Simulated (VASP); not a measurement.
Input of a VASP 6.6.1 run:

File INCAR:

```
SYSTEM = Ge
  PREC = Accurate
  ENCUT = 520
  EDIFF = 1E-6
  ISMEAR = 0
  SIGMA = 0.01
  LREAL = .False.
  LASPH = .True.
  NELM = 100
  ALGO = Normal
  ISIF = 2
  LWAVE = .False.
  LCHARG = .False.
  GGA = CA
  NBANDS = 21
```

File KPOINTS:

```
regular mesh
0
Gamma
  10 10 10
  0 0 0
```

Contents of POSCAR:

```
Ge
1.0
    0.0000000000      2.8147752533      2.8147752533
    2.8147752533      0.0000000000      2.8147752533
    2.8147752533      2.8147752533      0.0000000000
Ge
2
Direct
    0.5000000000      0.5000000000      0.5000000000
    0.7500000000      0.7500000000      0.7500000000
```

Potentials or basis: VASP PAW LDA potentials, release 64 (Ge_d).

Command:

```console
$ cat potpaw_LDA.64/Ge_d/POTCAR > POTCAR
$ mpirun -np 1 vasp_std > vasp.out
```

Q: Predict the pressure.

A: -0.1 GPa.

Q: Estimate the band gap on the k mesh.

A: Zero (filled and empty bands touch).

Caveat: semilocal functionals underestimate gaps, and a narrow one can read as zero.
